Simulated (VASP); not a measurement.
# Rh (P6_3/mmc) in VASP: notebook, part 2 of 2

VASP 6.6.1.

## (3) Relaxation of cell and atoms, PBE

This run uses another cell than the first one, of 14.10 Å³/atom, 1.016 times its volume.

INCAR reads:

```
SYSTEM = Rh
ALGO = Fast
EDIFF = 1E-6
EDIFFG = -0.001
ENCUT = 600
GGA = PE
IBRION = 2
ISIF = 3
ISMEAR = -1
LASPH = .True.
LCHARG = .False.
LREAL = .False.
LWAVE = .False.
NELM = 60
NSW = 80
PREC = Accurate
SIGMA = 0.15
```

KPOINTS reads:

```
k-points
0
Gamma
  18 18 10
  0 0 0
```

POSCAR reads:

```
Rh
1.0
    2.7247891239      0.0000000000      0.0000000000
   -1.3623945620      2.3597366013      0.0000000000
    0.0000000000      0.0000000000      4.3848426933
Rh
2
Direct
    0.6666666667      0.3333333333      0.7500000000
    0.3333333333      0.6666666667      0.2500000000
```

Potentials or basis: VASP PAW PBE potentials, release 64 (Rh_pv).

The run is started by

```console
cat potpaw_PBE.64/Rh_pv/POTCAR > POTCAR
mpirun -np 1 vasp_std > vasp.out
```

OUTCAR:

```text
SYSTEM = Rh
   EDIFF = 1E-6
   EDIFFG = -0.001
   ENCUT = 600
   GGA = PE
   IBRION = 2
   ISIF = 3
   ISMEAR = -1
   LASPH = .True.
   LREAL = .False.
   NELM = 60
   NSW = 80
   PREC = Accurate

 ion  position               nearest neighbor table
   1  0.667  0.333  0.750-   2 2.70   2 2.70   2 2.70   2 2.70   2 2.70   2 2.70
   2  0.333  0.667  0.250-   1 2.70   1 2.70   1 2.70   1 2.70   1 2.70   1 2.70

  LATTYP: Found a hexagonal cell.
 ALAT       =     2.7247891239
 C/A-ratio  =     1.6092411170

  Lattice vectors:

 A1 = (   2.7247891239,   0.0000000000,   0.0000000000)
 A2 = (  -1.3623945620,   2.3597366013,   0.0000000000)
 A3 = (   0.0000000000,   0.0000000000,   4.3848426933)

Analysis of symmetry for initial positions (statically):
=====================================================================
 Subroutine PRICEL returns:
 Original cell was already a primitive cell.

 Routine SETGRP: Setting up the symmetry group for a
 hexagonal supercell.

 Subroutine GETGRP returns: Found 24 space group operations
 (whereof 12 operations were pure point group operations)
 out of a pool of 24 trial point group operations.

The static configuration has the point symmetry D_3d.
 The point group associated with its full space group is D_6h.

Analysis of symmetry for dynamics (positions and initial velocities):
=====================================================================
 Subroutine PRICEL returns:
 Original cell was already a primitive cell.

 Routine SETGRP: Setting up the symmetry group for a
 hexagonal supercell.

 Subroutine GETGRP returns: Found 24 space group operations
 (whereof 12 operations were pure point group operations)
 out of a pool of 24 trial point group operations.

The dynamic configuration has the point symmetry D_3d.
 The point group associated with its full space group is D_6h.

 Subroutine INISYM returns: Found 24 space group operations
 (whereof 12 operations are pure point group operations),
 and found     1 'primitive' translations

----------------------------------------------------------------------------------------

                                     Primitive cell

  volume of cell :      28.1936

  direct lattice vectors                    reciprocal lattice vectors
     2.724789124  0.000000000  0.000000000     0.367000878  0.211888056  0.000000000
    -1.362394562  2.359736601  0.000000000     0.000000000  0.423776111  0.000000000
     0.000000000  0.000000000  4.384842693     0.000000000  0.000000000  0.228058352

  length of vectors
     2.724789124  2.724789124  4.384842693     0.423776111  0.423776111  0.228058352

  position of ions in fractional coordinates (direct lattice)
     0.666666667  0.333333333  0.750000000
     0.333333333  0.666666667  0.250000000

  ion indices of the primitive-cell ions
   primitive index   ion index
                 1           1
                 2           2

----------------------------------------------------------------------------------------

 KPOINTS: k-points

Automatic generation of k-mesh.
 Grid dimensions read from file:
 generate k-points for:   18   18   10
[... 52 lines left out ...]
   NGX,Y,Z   is equivalent  to a cutoff of  14.64, 14.64, 13.65 a.u.
   NGXF,Y,Z  is equivalent  to a cutoff of  29.29, 29.29, 27.30 a.u.
 SYSTEM =  Rh
   PREC   = accura    normal or accurate (medium, high low for compatibility)
   ISTART =      0    job   : 0-new  1-cont  2-samecut
   ICHARG =      2    charge: 1-file 2-atom 10-const
   ISPIN  =      1    spin polarized calculation?
   LNONCOLLINEAR =      F non collinear calculations
   LSORBIT =      F    spin-orbit coupling
   LASPH  =      T    aspherical Exc in radial PAW
   ENCUT  =  600.0 eV  44.10 Ry    6.64 a.u.   5.44  5.44  8.76*2*pi/ulx,y,z
   NELM   =     60;   NELMIN=  2; NELMDL= -5     # of ELM steps
   EDIFF  = 0.1E-05   stopping-criterion for ELM
   LREAL  =      F    real-space projection
   EDIFFG = -.1E-02   stopping-criterion for IOM
   NSW    =     80    number of steps for IOM
   IBRION =      2    ionic relax: 0-MD 1-quasi-New 2-CG
   NFREE  =      1    steps in history (QN), initial steepest desc. (CG)
   ISIF   =      3    stress and relaxation
   ISYM   =      2    0-nonsym 1-usesym 2-fastsym
   POTIM  = 0.5000    time-step for ionic-motion
   TEBEG  =    0.0;   TEEND  =   0.0 temperature during run
   PSTRESS=    0.0 pullay stress
   NELECT =      30.0000    total number of electrons
   NUPDOWN=      -1.0000    fix difference up-down
   EMIN   =  10.00;   EMAX   =-10.00  energy-range for DOS
   EFERMI =   0.00;   METHOD = LEGACY
   ISMEAR =    -1;   SIGMA  =   0.15  broadening in eV -4-tet -1-fermi 0-gaus
   EFERMI_NEDOS =   21; number of points for ismear=-14 and -15
   IALGO  =     68    algorithm
   IMIX   =      4    mixing-type and parameters
     AMIX     =   0.40;   BMIX     =  1.00
     AMIX_MAG =   1.60;   BMIX_MAG =  1.00
  volume/ion in A,a.u.               =      14.10        95.13
  Fermi-wavevector in a.u.,A,eV,Ry     =   1.671341  3.158377 38.006258  2.793381
  Thomas-Fermi vector in A             =   2.756681
   LORBIT       =      0    0 simple, 1 ext, 2 COOP (PROOUT), +10 PAW based schemes
   GGA     = PE    functional components
   LHFCALC =     F    Hartree Fock is set to
   AEXX    =    0.0000 exact exchange contribution
   IVDW    =     0    specifies the selected vdW correction
   LEPSILON=     F    determine dielectric tensor
   LRPA    =     F    only Hartree local field effects (RPA)
 conjugate gradient relaxation of ions
 non-spin polarized calculation
 RMM-DIIS sequential band-by-band and
  energy-cutoff  :      600.00
  volume of cell :       28.19
 maximum number of plane-waves:       972
 NGX is ok and might be reduce to    24
   NGX = 11   NGY = 11   NGZ = 17

--------------------------------------- Ionic step        1  -------------------------------------------

 number of electron      30.0000003 magnetization

 Free energy of the ion-electron system (eV)
  ---------------------------------------------------
  ext. energy  EPLUGINS =         0.00000000
  ---------------------------------------------------
  free energy    TOTEN  =       -14.56920237 eV

  energy without entropy =      -14.31897970  energy(sigma->0) =      -14.44409103

------------------------ aborting loop because EDIFF is reached ----------------------------------------

  FORCE on cell =-STRESS in cart. coord.  units (eV):
  Direction    XX          YY          ZZ          XY          YZ          ZX
  --------------------------------------------------------------------------------------
  -------------------------------------------------------------------------------------
  Total        0.1843340      0.1843340      0.2161964     -0.0000000      0.0000000      0.0000000
  in kB       10.4752763     10.4752763     12.2859472     -0.0000000      0.0000000      0.0000000
  external PRESSURE =      11.0788332 kB  Pullay stress =       0.0000000 kB
[... 89 lines left out ...]
  FREE ENERGIE OF THE ION-ELECTRON SYSTEM (eV)
  ---------------------------------------------------
  free  energy   TOTEN  =       -14.5695902000 eV

  energy  without entropy=      -14.3176918090  energy(sigma->0) =      -14.44364100

[... ionic steps 4 to 15 ...]

--------------------------------------- Ionic step       16  -------------------------------------------

 number of electron      30.0000003 magnetization

------------------------ aborting loop because EDIFF is reached ----------------------------------------
[... 67 lines left out ...]
--------------------------------------- Ionic step       18  -------------------------------------------

 number of electron      30.0000003 magnetization

 Free energy of the ion-electron system (eV)
  ---------------------------------------------------
  ext. energy  EPLUGINS =         0.00000000
  ---------------------------------------------------
  free energy    TOTEN  =       -14.56959288 eV

  energy without entropy =      -14.31777973  energy(sigma->0) =      -14.44368631

 E-fermi :  11.4491     XC(G=0): -13.8413

 val. band max:       11.4467677040   @ k =   0.3333   0.1111   0.2000
 cond. band min:      11.4534287032   @ k =   0.3889   0.0000   0.2000
 fundamental gap:      0.0066609992
 Fermi energy:        11.4490538695

 k-point     1 :       0.0000    0.0000    0.0000
  band No.  band energies     occupation
      1     -35.6151      2.00000
      2     -35.0206      2.00000
      3     -35.0206      2.00000
      4     -34.9300      2.00000
      5     -34.9209      2.00000
      6     -34.9209      2.00000
[... 505 lines left out ...]
      6     -35.0402      2.00000
[... 11 lines left out ...]
     18      17.7193      0.00000
     19      21.6339      0.00000

 [... further k-points ...]
[... 5 lines left out ...]
  --------------------------------------------------------------------------------------
  -------------------------------------------------------------------------------------
  Total        0.0007051      0.0007051     -0.0007263     -0.0000000      0.0000000     -0.0000000
  in kB        0.0399028      0.0399028     -0.0411013     -0.0000000      0.0000000     -0.0000000
  external PRESSURE =       0.0129014 kB  Pullay stress =       0.0000000 kB
[... 17 lines left out ...]
  FREE ENERGIE OF THE ION-ELECTRON SYSTEM (eV)
  ---------------------------------------------------
  free  energy   TOTEN  =       -14.5695928816 eV

  energy  without entropy=      -14.3177797303  energy(sigma->0) =      -14.44368631

 reached required accuracy - stopping structural energy minimisation
```

OSZICAR:

```text
N       E                     dE             d eps       ncg     rms          rms(c)
DAV:   1     0.344276272648E+03    0.34428E+03   -0.21292E+04  8452   0.203E+03
DAV:   2    -0.723706428980E+01   -0.35151E+03   -0.34279E+03  8788   0.552E+02
DAV:   3    -0.154709570603E+02   -0.82339E+01   -0.80152E+01  9102   0.914E+01
DAV:   4    -0.155341608067E+02   -0.63204E-01   -0.63114E-01  9172   0.812E+00
[... 98 lines left out ...]
DAV:   1    -0.145695930432E+02   -0.12335E-06   -0.45183E-06  8322   0.194E-02    0.247E-03
RMM:   2    -0.145695928781E+02    0.16503E-06   -0.17445E-07  4223   0.398E-03
  17 F= -.14569593E+02 E0= -.14443686E+02  d E =-.718310E-06
       N       E                     dE             d eps       ncg     rms          rms(c)
DAV:   1    -0.145695929499E+02    0.93252E-07   -0.11779E-06  4296   0.107E-02    0.145E-03
RMM:   2    -0.145695928816E+02    0.68274E-07   -0.13705E-07  4202   0.381E-03
  18 F= -.14569593E+02 E0= -.14443686E+02  d E =-.721818E-06
```

CONTCAR:

```text
Rh
   1.00000000000000
     2.7281005699386025   -0.0000000000000701    0.0000000000000000
    -1.3640502850194227    2.3626043976928974   -0.0000000000000000
    -0.0000000000000000   -0.0000000000000000    4.3925418339891351
  Rh
     2
Direct
     0.6666666667000030    0.3333333332999970    0.7500000000000000
     0.3333333332999970    0.6666666667000030    0.2500000000000000

  0.00000000E+00  0.00000000E+00  0.00000000E+00
  0.00000000E+00  0.00000000E+00  0.00000000E+00
```

Wall time 8.4 min (1 thread of Intel Xeon Platinum 8488C (Sapphire Rapids), shared host); peak memory 0.25 GiB.

Results:

- Free energy: -14.5696 eV
- Relaxed volume: 14.16 Å³/atom
- Relaxed cell: a = 2.728 Å, b = 2.728 Å, c = 4.393 Å, α = 90.00°, β = 90.00°, γ = 120.00°
- Space group after relaxing (to 0.05 Å): P6_3/mmc (No. 194)
- Energy gained by relaxing: 0.2 meV/atom
- Ionic steps: 18
- Pressure after relaxing: 0.0 GPa
- Band gap on the k mesh: zero (band 15 reaches 12.08 eV, above the bottom of band 16 at 9.78 eV)

The path:
| step | energy change (eV) | largest force (eV/Å) | pressure (GPa) | volume (Å³) |
| --- | --- | --- | --- | --- |
| 1 | 0.0000 | 0.0000 | 1.11 | 28.19 |
| 2 | 0.0018 | 0.0000 | -2.53 | 28.59 |
| 3 | -0.0004 | 0.0000 | -0.05 | 28.32 |
| 4 | -0.0004 | 0.0000 | 0.03 | 28.31 |
| 5 | -0.0004 | 0.0000 | -0.04 | 28.31 |
| 6 | -0.0004 | 0.0000 | 0.13 | 28.30 |
| 7 | -0.0004 | 0.0000 | 0.06 | 28.31 |
| 8 | -0.0004 | 0.0000 | 0.00 | 28.31 |
| 9 | -0.0004 | 0.0000 | 0.00 | 28.31 |
| 10 | -0.0004 | 0.0000 | 0.01 | 28.31 |
| 11 | -0.0004 | 0.0000 | 0.01 | 28.31 |
| 12 | -0.0004 | 0.0000 | 0.00 | 28.31 |
| 13 | -0.0004 | 0.0000 | 0.00 | 28.31 |
| 14 | -0.0004 | 0.0000 | -0.02 | 28.31 |
| 15 | -0.0004 | 0.0000 | -0.02 | 28.31 |
| 16 | -0.0004 | 0.0000 | -0.01 | 28.31 |
| 17 | -0.0004 | 0.0000 | 0.00 | 28.31 |
| 18 | -0.0004 | 0.0000 | 0.00 | 28.31 |

Final structure:
```xyz
2
Lattice="2.7281 0.0000 0.0000 -1.3641 2.3626 0.0000 0.0000 0.0000 4.3925" Properties=species:S:1:pos:R:3 pbc="T T T"
Rh    1.3641    0.7875    3.2944
Rh    0.0000    1.5751    1.0981
```

## (4) Relaxation of cell and atoms, PBE, target pressure 3 GPa, at which the enthalpy is minimised

This run uses another cell than the first one, of 14.16 Å³/atom, 1.020 times its volume.

INCAR reads:

```
PREC = Accurate
ENCUT = 600
EDIFF = 1E-7
ISMEAR = -1
SIGMA = 0.15
LREAL = False
LASPH = True
NELM = 60
ALGO = Fast
ISIF = 3
LWAVE = False
LCHARG = False
GGA = PE
IBRION = 2
NSW = 80
EDIFFG = -0.001
PSTRESS = 30.0
```

KPOINTS reads:

```
regular mesh
0
Gamma
  18 18 10
```

POSCAR reads:

```
Rh
1.0
    2.7285108022      0.0000000000      0.0000000000
   -1.3642554011      2.3629596692      0.0000000000
    0.0000000000      0.0000000000      4.3928611498
Rh
2
Direct
    0.6666666667      0.3333333333      0.7500000000
    0.3333333333      0.6666666667      0.2500000000
```

The run is started by

```console
cat potpaw_PBE.64/Rh_pv/POTCAR > POTCAR
mpirun -np 1 vasp_std > vasp.out
```

Run time: 6.7 min. Hardware: 1 thread of Intel Xeon Platinum 8488C (Sapphire Rapids), shared host; peak memory 0.26 GiB.

It converged, with:

```
Free energy                                            : -14.5667 eV
Relaxed volume                                         : 13.99 Å³/atom
Relaxed cell                                           : a = 2.717 Å, b = 2.717 Å, c = 4.377 Å, α = 90.00°, β = 90.00°, γ = 120.00°
Space group after relaxing (to 0.05 Å)                 : P6_3/mmc (No. 194)
Energy change on relaxing (the enthalpy is what falls) : +1.5 meV/atom
Ionic steps                                            : 8
Pressure after relaxing                                : 3.0 GPa
Band gap on the k mesh                                 : zero (band 15 reaches 12.31 eV, above the bottom of band 16 at 9.96 eV)
```

Step by step:
| step | energy change (eV) | largest force (eV/Å) | pressure (GPa) | volume (Å³) |
| --- | --- | --- | --- | --- |
| 1 | 0.0000 | 0.0000 | -0.08 | 28.32 |
| 2 | 0.0353 | 0.0000 | 10.87 | 27.22 |
| 3 | 0.0030 | 0.0000 | 3.02 | 27.99 |
| 4 | 0.0029 | 0.0000 | 2.92 | 27.99 |
| 5 | 0.0029 | 0.0000 | 2.93 | 27.99 |
| 6 | 0.0029 | 0.0000 | 2.92 | 27.99 |
| 7 | 0.0032 | 0.0000 | 3.07 | 27.98 |
| 8 | 0.0030 | 0.0000 | 3.01 | 27.98 |

Final structure:
```cif
data_structure
_symmetry_space_group_name_H-M 'P 1'
_symmetry_Int_Tables_number 1
_cell_length_a 2.7170
_cell_length_b 2.7170
_cell_length_c 4.3768
_cell_angle_alpha 90.000
_cell_angle_beta 90.000
_cell_angle_gamma 120.000
_cell_volume 27.98
loop_
_atom_site_label
_atom_site_type_symbol
_atom_site_fract_x
_atom_site_fract_y
_atom_site_fract_z
_atom_site_occupancy
Rh1 Rh 0.66667 0.33333 0.75000 1
Rh2 Rh 0.33333 0.66667 0.25000 1
```

Levels at points of the mesh, in eV from the Fermi level:
```csv
k point,band 13,band 14,band 15,band 16,band 17,band 18
"(0.00, 0.00, 0.00)",-2.42,-1.86,-1.86,0.16,0.16,0.81
"(0.50, 0.00, 0.00)",-2.09,0.42,0.65,0.72,2.99,5.07
"(0.00, 0.00, 0.50)",-3.05,-3.05,-0.40,-0.40,-0.40,-0.40
"(0.50, 0.00, 0.50)",-0.27,-0.27,0.60,0.60,2.67,2.67
```

Caveat: the cell is relaxed towards a set pressure, so the enthalpy falls and the energy may rise.

## (5) The runs side by side

| task | cell | gap on the mesh (eV) | pressure (GPa) |
| --- | --- | --- | --- |
| relaxation of shape and atoms at fixed volume | relaxed from a = 2.710, b = 2.710, c = 4.363 Å, angles 90.0, 90.0, 120.0°, 2 atoms | none | 5.2 |
| relaxation of cell and atoms | relaxed from a = 2.725, b = 2.725, c = 4.385 Å, angles 90.0, 90.0, 120.0°, 2 atoms | none | 0.0 |
| relaxation of cell and atoms | relaxed to 3 GPa from a = 2.729, b = 2.729, c = 4.393 Å, angles 90.0, 90.0, 120.0°, 2 atoms | none | 3.0 |

Alike in all rows: level PBE; potentials or basis VASP PAW PBE potentials, release 64 (Rh_pv); no spin polarisation; k mesh 18 × 18 × 10; cutoff (eV) 600; smearing fermi-dirac 0.15 eV.

Caveats: the cell is relaxed towards a set pressure, so the enthalpy falls and the energy may rise (some runs).

Absolute energies hang on the potentials; compare differences alone.
